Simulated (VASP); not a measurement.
# Si (P6_3/mmc) in VASP: further runs

Runs on Si. Level: PBE. Tasks: relaxation of cell and atoms.

Program: VASP 6.6.1. These are calculated values, not measurements. Logs are shortened: lines on timing, memory, paths and dates and some standing lists are left out, and cuts for length are marked.

## Step 1: The cell of the first run

The structure is hexagonal, space group P6_3/mmc (No. 194). The conventional cell has a = 2.590 Å, b = 2.590 Å, c = 4.401 Å, α = 90.00°, β = 90.00°, γ = 120.00°. Within 3.4 Å of Si (site symmetry -6m2) lie 12 Si at 2.59 to 2.66 Å.

This isn't the form of Si at room conditions, which is diamond.

## Step 2: Relaxation of cell and atoms, PBE, target pressure 13 GPa, at which the enthalpy is minimised

INCAR reads:

```
SYSTEM = Si
PREC = Accurate ; ENCUT = 600
EDIFF = 1E-6 ; ISMEAR = -1
SIGMA = 0.08 ; LREAL = .FALSE.
LASPH = .TRUE. ; NELM = 60
ALGO = Normal ; ISIF = 3
LWAVE = .FALSE. ; LCHARG = .FALSE.
GGA = PE ; IBRION = 2
NSW = 32 ; EDIFFG = -0.005
PSTRESS = 130.0
```

KPOINTS reads:

```
Automatic mesh
0
G
  16 16 9
  0 0 0
```

POSCAR reads:

```
Si
1.0
    2.5899462600      0.0000000000      0.0000000000
   -1.2949731300      2.2429592556      0.0000000000
    0.0000000000      0.0000000000      4.4005428516
Si
2
Direct
    0.3333333333      0.6666666667      0.2500000000
    0.6666666667      0.3333333333      0.7500000000
```

Potentials or basis: VASP PAW PBE potentials, release 64 (Si).

The run is started by

```console
> cat potpaw_PBE.64/Si/POTCAR > POTCAR
> mpirun -np 1 vasp_std > vasp.out
```

OUTCAR:

```text
SYSTEM = Si
   PREC = Accurate
   ENCUT = 600
   EDIFF = 1E-6
   ISMEAR = -1
   LREAL = .FALSE.
   LASPH = .TRUE.
   NELM = 60
   ISIF = 3
   GGA = PE
   IBRION = 2
   NSW = 32
   EDIFFG = -0.005
   PSTRESS = 130.0

 ion  position               nearest neighbor table
   1  0.333  0.667  0.250-   2 2.66   2 2.66   2 2.66   2 2.66   2 2.66   2 2.66
   2  0.667  0.333  0.750-   1 2.66   1 2.66   1 2.66   1 2.66   1 2.66   1 2.66

  LATTYP: Found a hexagonal cell.
 ALAT       =     2.5899462600
 C/A-ratio  =     1.6990865485

  Lattice vectors:

 A1 = (   2.5899462600,   0.0000000000,   0.0000000000)
 A2 = (  -1.2949731300,   2.2429592556,   0.0000000000)
 A3 = (   0.0000000000,   0.0000000000,   4.4005428516)

Analysis of symmetry for initial positions (statically):
=====================================================================
 Subroutine PRICEL returns:
 Original cell was already a primitive cell.

 Routine SETGRP: Setting up the symmetry group for a
 hexagonal supercell.

 Subroutine GETGRP returns: Found 24 space group operations
 (whereof 12 operations were pure point group operations)
 out of a pool of 24 trial point group operations.

The static configuration has the point symmetry D_3d.
 The point group associated with its full space group is D_6h.

Analysis of symmetry for dynamics (positions and initial velocities):
=====================================================================
 Subroutine PRICEL returns:
 Original cell was already a primitive cell.

 Routine SETGRP: Setting up the symmetry group for a
 hexagonal supercell.

 Subroutine GETGRP returns: Found 24 space group operations
 (whereof 12 operations were pure point group operations)
 out of a pool of 24 trial point group operations.

The dynamic configuration has the point symmetry D_3d.
 The point group associated with its full space group is D_6h.

 Subroutine INISYM returns: Found 24 space group operations
 (whereof 12 operations are pure point group operations),
 and found     1 'primitive' translations

----------------------------------------------------------------------------------------

                                     Primitive cell

[... 147 lines left out ...]
  Total        2.0583048      2.0583048      2.0697409      0.0000000      0.0000000      0.0000000
  in kB      129.0036134    129.0036134    129.7203695      0.0000000      0.0000000      0.0000000
  external PRESSURE =      -0.7574679 kB  Pullay stress =     130.0000000 kB

 VOLUME and BASIS-vectors are now :
 -----------------------------------------------------------------------------
  energy-cutoff  :      600.00
  volume of cell :       25.56
      direct lattice vectors                 reciprocal lattice vectors
     2.589946260  0.000000000  0.000000000     0.386108397  0.222919787  0.000000000
    -1.294973130  2.242959256  0.000000000     0.000000000  0.445839574  0.000000000
     0.000000000  0.000000000  4.400542852     0.000000000  0.000000000  0.227244691

 POSITION                                       TOTAL-FORCE (eV/Angst)
 -----------------------------------------------------------------------------------
     -0.00000      1.49531      1.10014         0.000000      0.000000      0.000000
      1.29497      0.74765      3.30041        -0.000000      0.000000      0.000000
 -----------------------------------------------------------------------------------
    total drift:                               -0.000000      0.000000     -0.000000

  FREE ENERGIE OF THE ION-ELECTRON SYSTEM (eV)
  ---------------------------------------------------
  free  energy   TOTEN  =        -9.7280534599 eV

  energy  without entropy=       -9.7116398574  energy(sigma->0) =       -9.71984666

  enthalpy is  TOTEN    =        -7.6538509206 eV   P V=        2.0742025394

--------------------------------------- Ionic step        2  -------------------------------------------

 number of electron       8.0000000 magnetization

 Free energy of the ion-electron system (eV)
  ---------------------------------------------------
  ext. energy  EPLUGINS =         0.00000000
  ---------------------------------------------------
  free energy    TOTEN  =        -9.72624239 eV

  energy without entropy =       -9.70983273  energy(sigma->0) =       -9.71803756

 E-fermi :  11.9251     XC(G=0): -11.7062

 val. band max:       11.9054951756   @ k =   0.4375   0.1250   0.1111
 cond. band min:      11.9437962390   @ k =   0.3750   0.1250   0.0000
 fundamental gap:      0.0383010635
 Fermi energy:        11.9251077621

 k-point     1 :       0.0000    0.0000    0.0000
  band No.  band energies     occupation
      1      -3.7621      2.00000
      2       3.3091      2.00000
      3       3.9237      2.00000
      4      21.7841      0.00000
      5      21.7841      0.00000
      6      22.8051      0.00000
      7      22.8051      0.00000
      8      23.1220      0.00000
[... 243 lines left out ...]
 k-point    24 :       0.2500    0.1875    0.0000
  band No.  band energies     occupation
      1       0.3745      2.00000
      2       7.2237      2.00000
      3       7.8362      2.00000
      4       9.1922      2.00000
      5      10.8221      2.00000
      6      15.7322      0.00000
      7      16.1129      0.00000
      8      17.4117      0.00000

 [... further k-points ...]
[... 5 lines left out ...]
  --------------------------------------------------------------------------------------
  -------------------------------------------------------------------------------------
  Total        2.0793252      2.0793252      2.0817872      0.0000000      0.0000000      0.0000000
  in kB      130.4351038    130.4351038    130.5895443      0.0000000      0.0000000      0.0000000
  external PRESSURE =       0.4865839 kB  Pullay stress =     130.0000000 kB

 VOLUME and BASIS-vectors are now :
 -----------------------------------------------------------------------------
  energy-cutoff  :      600.00
  volume of cell :       25.54
      direct lattice vectors                 reciprocal lattice vectors
     2.588953081  0.000000000  0.000000000     0.386256517  0.223005304  0.000000000
    -1.294476540  2.242099137 -0.000000000     0.000000000  0.446010608  0.000000000
     0.000000000  0.000000000  4.400069265    -0.000000000  0.000000000  0.227269150

 POSITION                                       TOTAL-FORCE (eV/Angst)
 -----------------------------------------------------------------------------------
     -0.00000      1.49473      1.10002         0.000000     -0.000000     -0.000000
      1.29448      0.74737      3.30005        -0.000000      0.000000      0.000000
 -----------------------------------------------------------------------------------
    total drift:                               -0.000000      0.000000     -0.000000

  FREE ENERGIE OF THE ION-ELECTRON SYSTEM (eV)
  ---------------------------------------------------
  free  energy   TOTEN  =        -9.7262423868 eV

  energy  without entropy=       -9.7098327279  energy(sigma->0) =       -9.71803756

  enthalpy is  TOTEN    =        -7.6538534063 eV   P V=        2.0723889805

 reached required accuracy - stopping structural energy minimisation
```

CONTCAR:

```text
Si
   1.00000000000000
     2.5889530807117862    0.0000000000000000    0.0000000000000000
    -1.2944765403558931    2.2420991371062411   -0.0000000000000000
     0.0000000000000000    0.0000000000000000    4.4000692645219965
  Si
     2
Direct
     0.3333333332999970    0.6666666667000030    0.2500000000000000
     0.6666666667000030    0.3333333332999970    0.7500000000000000

  0.00000000E+00  0.00000000E+00  0.00000000E+00
  0.00000000E+00  0.00000000E+00  0.00000000E+00
```

It took 48 s on 1 thread of Intel Xeon 8259CL, shared host; peak memory 0.17 GiB.

Results:

| Item | Value |
| --- | --- |
| Free energy | -9.7262 eV |
| Relaxed volume | 12.77 Å³/atom |
| Relaxed cell | a = 2.589 Å, b = 2.589 Å, c = 4.400 Å, α = 90.00°, β = 90.00°, γ = 120.00° |
| Space group after relaxing (to 0.1 Å) | P6_3/mmc (No. 194) |
| Energy change on relaxing (the run minimises the enthalpy) | +0.9 meV/atom |
| Ionic steps | 2 |
| Pressure after relaxing | 13.0 GPa |
| Band gap on the k mesh | zero (bands 4 and 5 overlap by 13.25 eV) |

Step by step:
| step | energy change (eV) | largest force (eV/Å) | pressure (GPa) | volume (Å³) |
| --- | --- | --- | --- | --- |
| 1 | 0.0000 | 0.0000 | 12.92 | 25.56 |
| 2 | 0.0018 | 0.0000 | 13.05 | 25.54 |

Final structure:
```xyz
2
Lattice="2.5890 0.0000 0.0000 -1.2945 2.2421 0.0000 0.0000 0.0000 4.4001" Properties=species:S:1:pos:R:3 pbc="T T T"
Si    0.0000    1.4947    1.1000
Si    1.2945    0.7474    3.3001
```

Caveat: the cell is relaxed towards a set pressure, so the run minimises the enthalpy, not the energy.

(Part 1 of 2 ends here.)
